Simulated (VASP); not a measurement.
# Ti3Al (Fm-3m) in VASP: notebook

Runs on Ti3Al. Level: PBEsol. Tasks: single point.

Program: VASP 6.6.1. These are calculated values, not measurements. Logs are shortened: lines on timing, memory, paths and dates and some standing lists are left out, and cuts for length are marked.

## 1. The cell of the first run

Symmetry: Fm-3m, No. 225, cubic system. Conventional cell: a = 6.875 Å, b = 6.875 Å, c = 6.875 Å, α = 90.00°, β = 90.00°, γ = 90.00°. Within 3.9 Å of Ti (site symmetry -43m) lie 10 Ti at 2.98 to 3.44 Å and 4 Al at 2.98 Å. Ti (site symmetry m-3m) has 8 Ti at 2.98 Å and 6 Al at 3.44 Å within 3.9 Å. Al (site symmetry m-3m) has 14 Ti at 2.98 to 3.44 Å within 3.9 Å.

## 2. Single point, PBEsol, collinear spin (20.31 Å³/atom)

INCAR reads:

```
SYSTEM = Ti3Al
PREC     = Accurate       ! precision mode
ENCUT    = 520            ! plane-wave cutoff, eV
EDIFF    = 1E-6           ! SCF threshold, eV
ISMEAR   = 0              ! smearing method
SIGMA    = 0.15           ! smearing width, eV
LREAL    = .FALSE.        ! projectors in reciprocal space
LASPH    = .TRUE.         ! aspherical terms in the spheres
NELM     = 150            ! most SCF steps
ALGO     = Normal         ! electronic algorithm
ISIF     = 2              ! what is computed and relaxed
LWAVE    = .FALSE.        ! write WAVECAR
LCHARG   = .FALSE.        ! write CHGCAR
ISPIN    = 2              ! spin polarisation
MAGMOM   = 0.7 0.7 0.7 0  ! initial moments
LORBIT   = 11             ! projections on sites
NUPDOWN  = 2.1            ! fixed moment
LMAXMIX  = 4              ! l up to which the mixer works
GGA      = PS             ! functional
NBANDS   = 32             ! bands
```

KPOINTS reads:

```
Automatic mesh
0
G
  12 12 12
  0 0 0
```

POSCAR reads:

```
Ti3Al
1.0
    0.0000000000      3.4375311292      3.4375311292
    3.4375311292      0.0000000000      3.4375311292
    3.4375311292      3.4375311292      0.0000000000
Ti Al
3 1
Direct
    0.7500000000      0.7500000000      0.7500000000
    0.2500000000      0.2500000000      0.2500000000
    0.0000000000      0.0000000000      0.0000000000
    0.5000000000      0.5000000000      0.5000000000
```

Potentials or basis: VASP PAW PBE potentials, release 64 (Ti_sv, Al).

Run with:

```sh
$ cat potpaw_PBE.64/Ti_sv/POTCAR potpaw_PBE.64/Al/POTCAR > POTCAR
$ mpirun -np 1 vasp_std > vasp.out
```

OUTCAR:

```text
SYSTEM = Ti3Al
   PREC = Accurate
   ENCUT = 520
   EDIFF = 1E-6
   ISMEAR = 0
   LREAL = .FALSE.
   LASPH = .TRUE.
   NELM = 150
   ISIF = 2
   ISPIN = 2
   LORBIT = 11
   NUPDOWN = 2.1
   GGA = PS

 ion  position               nearest neighbor table
   1  0.750  0.750  0.750-   4 2.98   4 2.98   4 2.98   4 2.98
   2  0.250  0.250  0.250-   4 2.98   4 2.98   4 2.98   4 2.98
   3  0.000  0.000  0.000-
   4  0.500  0.500  0.500-   2 2.98   2 2.98   2 2.98   1 2.98   2 2.98   1 2.98   1 2.98   1 2.98

  LATTYP: Found a face centered cubic cell.
 ALAT       =     6.8750622584

  Lattice vectors:

 A1 = (   0.0000000000,   3.4375311292,   3.4375311292)
 A2 = (   3.4375311292,   0.0000000000,   3.4375311292)
 A3 = (   3.4375311292,   3.4375311292,   0.0000000000)

Analysis of symmetry for initial positions (statically):
=====================================================================
 Subroutine PRICEL returns:
 Original cell was already a primitive cell.

 Routine SETGRP: Setting up the symmetry group for a
 face centered cubic supercell.

 Subroutine GETGRP returns: Found 48 space group operations
 (whereof 48 operations were pure point group operations)
 out of a pool of 48 trial point group operations.

The static configuration has the point symmetry O_h .

Analysis of symmetry for dynamics (positions and initial velocities):
=====================================================================
 Subroutine PRICEL returns:
 Original cell was already a primitive cell.

 Routine SETGRP: Setting up the symmetry group for a
 face centered cubic supercell.

 Subroutine GETGRP returns: Found 48 space group operations
 (whereof 48 operations were pure point group operations)
 out of a pool of 48 trial point group operations.

The dynamic configuration has the point symmetry O_h .

Analysis of structural, dynamic, and magnetic symmetry:
=====================================================================
 Subroutine PRICEL returns:
 Original cell was already a primitive cell.

 Routine SETGRP: Setting up the symmetry group for a
 face centered cubic supercell.

 Subroutine GETGRP returns: Found 48 space group operations
 (whereof 48 operations were pure point group operations)
 out of a pool of 48 trial point group operations.

The overall configuration has the point symmetry O_h .

 Subroutine INISYM returns: Found 48 space group operations
 (whereof 48 operations are pure point group operations),
 and found     1 'primitive' translations

----------------------------------------------------------------------------------------

                                     Primitive cell

  volume of cell :      81.2400

  direct lattice vectors                    reciprocal lattice vectors
     0.000000000  3.437531129  3.437531129    -0.145453228  0.145453228  0.145453228
     3.437531129  0.000000000  3.437531129     0.145453228 -0.145453228  0.145453228
     3.437531129  3.437531129  0.000000000     0.145453228  0.145453228 -0.145453228

  length of vectors
     4.861403144  4.861403144  4.861403144     0.251932381  0.251932381  0.251932381

  position of ions in fractional coordinates (direct lattice)
     0.750000000  0.750000000  0.750000000
     0.250000000  0.250000000  0.250000000
     0.000000000  0.000000000  0.000000000
     0.500000000  0.500000000  0.500000000

  ion indices of the primitive-cell ions
   primitive index   ion index
                 1           1
                 2           2
                 3           3
                 4           4

----------------------------------------------------------------------------------------

 KPOINTS: Automatic mesh

Automatic generation of k-mesh.
 Grid dimensions read from file:
 generate k-points for:   12   12   12

 Generating k-lattice:

  Cartesian coordinates                     Fractional coordinates (reciprocal lattice)
    -0.012121102  0.012121102  0.012121102     0.083333333  0.000000000  0.000000000
     0.012121102 -0.012121102  0.012121102     0.000000000  0.083333333  0.000000000
     0.012121102  0.012121102 -0.012121102     0.000000000  0.000000000  0.083333333

  Length of vectors
     0.020994365  0.020994365  0.020994365

  Shift w.r.t. Gamma in fractional coordinates (k-lattice)
     0.000000000  0.000000000  0.000000000

 Subroutine IBZKPT returns following result:
 ===========================================

 Found     72 irreducible k-points:

 Following reciprocal coordinates:
            Coordinates               Weight
  0.000000  0.000000  0.000000      1.000000
  0.083333  0.000000  0.000000      8.000000
  0.166667  0.000000  0.000000      8.000000
  0.250000  0.000000  0.000000      8.000000
  0.333333  0.000000  0.000000      8.000000
  0.416667  0.000000  0.000000      8.000000
[... 16 lines left out ...]
  0.500000  0.166667  0.000000     24.000000
 -0.416667  0.166667  0.000000     24.000000
 [... further k-points ...]
   k-points           NKPTS =     72   k-points in BZ     NKDIM =     72   number of bands    NBANDS=     32
   number of dos      NEDOS =    301   number of ions     NIONS =      4
   total plane-waves  NPLWV =  46656
   dimension x,y,z NGX =    36 NGY =   36 NGZ =   36
   dimension x,y,z NGXF=    72 NGYF=   72 NGZF=   72
   ions per type =               3   1
   NGX,Y,Z   is equivalent  to a cutoff of  12.31, 12.31, 12.31 a.u.
   NGXF,Y,Z  is equivalent  to a cutoff of  24.62, 24.62, 24.62 a.u.
 SYSTEM =  Ti3Al
   PREC   = accura    normal or accurate (medium, high low for compatibility)
   ISTART =      0    job   : 0-new  1-cont  2-samecut
   ICHARG =      2    charge: 1-file 2-atom 10-const
   ISPIN  =      2    spin polarized calculation?
   LNONCOLLINEAR =      F non collinear calculations
   LSORBIT =      F    spin-orbit coupling
   LASPH  =      T    aspherical Exc in radial PAW
   ENCUT  =  520.0 eV  38.22 Ry    6.18 a.u.   9.04  9.04  9.04*2*pi/ulx,y,z
   NELM   =    150;   NELMIN=  2; NELMDL= -5     # of ELM steps
   EDIFF  = 0.1E-05   stopping-criterion for ELM
   LREAL  =      F    real-space projection
   EDIFFG = 0.1E-04   stopping-criterion for IOM
   NSW    =      0    number of steps for IOM
   IBRION =     -1    ionic relax: 0-MD 1-quasi-New 2-CG
   NFREE  =      0    steps in history (QN), initial steepest desc. (CG)
   ISIF   =      2    stress and relaxation
   ISYM   =      2    0-nonsym 1-usesym 2-fastsym
   POTIM  = 0.5000    time-step for ionic-motion
   TEBEG  =    0.0;   TEEND  =   0.0 temperature during run
   PSTRESS=    0.0 pullay stress
   NELECT =      39.0000    total number of electrons
   NUPDOWN=       2.1000    fix difference up-down
   EMIN   =  10.00;   EMAX   =-10.00  energy-range for DOS
   EFERMI =   0.00;   METHOD = LEGACY
   ISMEAR =     0;   SIGMA  =   0.15  broadening in eV -4-tet -1-fermi 0-gaus
   EFERMI_NEDOS =   21; number of points for ismear=-14 and -15
   IALGO  =     38    algorithm
   IMIX   =      4    mixing-type and parameters
     AMIX     =   0.40;   BMIX     =  1.00
     AMIX_MAG =   1.60;   BMIX_MAG =  1.00
  volume/ion in A,a.u.               =      20.31       137.06
  Fermi-wavevector in a.u.,A,eV,Ry     =   1.281857  2.422359 22.356529  1.643158
  Thomas-Fermi vector in A             =   2.414203
   LORBIT       =     11    0 simple, 1 ext, 2 COOP (PROOUT), +10 PAW based schemes
   GGA     = PS    functional components
   LHFCALC =     F    Hartree Fock is set to
   AEXX    =    0.0000 exact exchange contribution
   IVDW    =     0    specifies the selected vdW correction
   LEPSILON=     F    determine dielectric tensor
   LRPA    =     F    only Hartree local field effects (RPA)
 spin polarized calculation
 Gauss-broadening in eV      SIGMA  =   0.15
  energy-cutoff  :      520.00
  volume of cell :       81.24
 maximum number of plane-waves:      2208
   NGX = 19   NGY = 19   NGZ = 19

 number of electron      38.9999982 magnetization       2.0999999

 Free energy of the ion-electron system (eV)
  ---------------------------------------------------
  ext. energy  EPLUGINS =         0.00000000
  ---------------------------------------------------
  free energy    TOTEN  =       -28.74344828 eV

  energy without entropy =      -28.67338345  energy(sigma->0) =      -28.70841586

 E-fermi :   6.2918     XC(G=0): -10.5429

 val. band max:        6.2846229049   @ k =  -0.3333   0.4167   0.0833
 cond. band min:       6.2404090477   @ k =   0.5000   0.3333   0.0833
 fundamental gap:     -0.0442138572
 Fermi energy:         6.2236382507

 spin component 1

 k-point     1 :       0.0000    0.0000    0.0000
  band No.  band energies     occupation
      1     -50.6804      1.00000
      2     -50.6413      1.00000
      3     -50.5800      1.00000
      4     -27.0599      1.00000
      5     -27.0599      1.00000
      6     -27.0599      1.00000
[... 805 lines left out ...]
     30       9.5458      0.00000
     31       9.8070      0.00000

 [... further k-points ...]

 spin component 2

 k-point     1 :       0.0000    0.0000    0.0000
  band No.  band energies     occupation
      1     -50.4380      1.00000
      2     -50.4213      1.00000
      3     -49.6447      1.00000
      4     -26.7866      1.00000
      5     -26.7866      1.00000
      6     -26.7866      1.00000
[... 805 lines left out ...]
     30       9.9542      0.00000
     31      10.1303      0.00000

 [... further k-points ...]

 [bands above 31 left out]

------------------------ aborting loop because EDIFF is reached ----------------------------------------

  FORCE on cell =-STRESS in cart. coord.  units (eV):
  Direction    XX          YY          ZZ          XY          YZ          ZX
  --------------------------------------------------------------------------------------
  -------------------------------------------------------------------------------------
  Total       -8.6090744     -8.6090744     -8.6090744      0.0000000      0.0000000     -0.0000000
  in kB     -169.7841446   -169.7841446   -169.7841446      0.0000000      0.0000000     -0.0000000
  external PRESSURE =    -169.7841446 kB  Pullay stress =       0.0000000 kB

 VOLUME and BASIS-vectors are now :
 -----------------------------------------------------------------------------
  energy-cutoff  :      520.00
  volume of cell :       81.24
      direct lattice vectors                 reciprocal lattice vectors
     0.000000000  3.437531129  3.437531129    -0.145453228  0.145453228  0.145453228
     3.437531129  0.000000000  3.437531129     0.145453228 -0.145453228  0.145453228
     3.437531129  3.437531129  0.000000000     0.145453228  0.145453228 -0.145453228

 POSITION                                       TOTAL-FORCE (eV/Angst)
 -----------------------------------------------------------------------------------
      5.15630      5.15630      5.15630        -0.000000     -0.000000     -0.000000
      1.71877      1.71877      1.71877         0.000000      0.000000      0.000000
      0.00000      0.00000      0.00000         0.000000      0.000000     -0.000000
      3.43753      3.43753      3.43753         0.000000      0.000000     -0.000000
 -----------------------------------------------------------------------------------
    total drift:                                0.000000      0.000000      0.000000

  FREE ENERGIE OF THE ION-ELECTRON SYSTEM (eV)
  ---------------------------------------------------
  free  energy   TOTEN  =       -28.7434482767 eV

  energy  without entropy=      -28.6733834463  energy(sigma->0) =      -28.70841586

 total charge

# of ion       s       p       d       tot
------------------------------------------
    1        2.185   6.083   1.808  10.076
    2        2.185   6.083   1.808  10.076
    3        2.216   6.066   1.865  10.147
    4        0.394   0.348   0.000   0.742
--------------------------------------------------
tot          6.980  18.581   5.481  31.042

 magnetization (x)

# of ion       s       p       d       tot
------------------------------------------
    1        0.002   0.024   0.223   0.249
    2        0.002   0.024   0.223   0.249
    3        0.014   0.027   1.015   1.056
    4       -0.008  -0.016   0.000  -0.023
--------------------------------------------------
tot          0.010   0.059   1.461   1.530
```

Wall time 3.8 min (1 thread of Intel Xeon Platinum 8488C (Sapphire Rapids), shared host); peak memory 0.42 GiB.

What came out:

```
Free energy                                           : -28.7434 eV
Pressure                                              : -17.0 GPa
Net moment                                            : 2.10 μB per cell
Site moments                                          : Ti +0.25, +1.06 (each value once); Al -0.02 μB
Valence electrons inside the program's atomic spheres : Ti 10.08, 10.15 (each value once); Al 0.74
```

Caveat: the cell stands under tension; the PAW data sets were made with another functional, which shifts forces and pressure a little; the total moment is fixed, so each spin has its own Fermi level.

(Continued in part 2 of 2.)
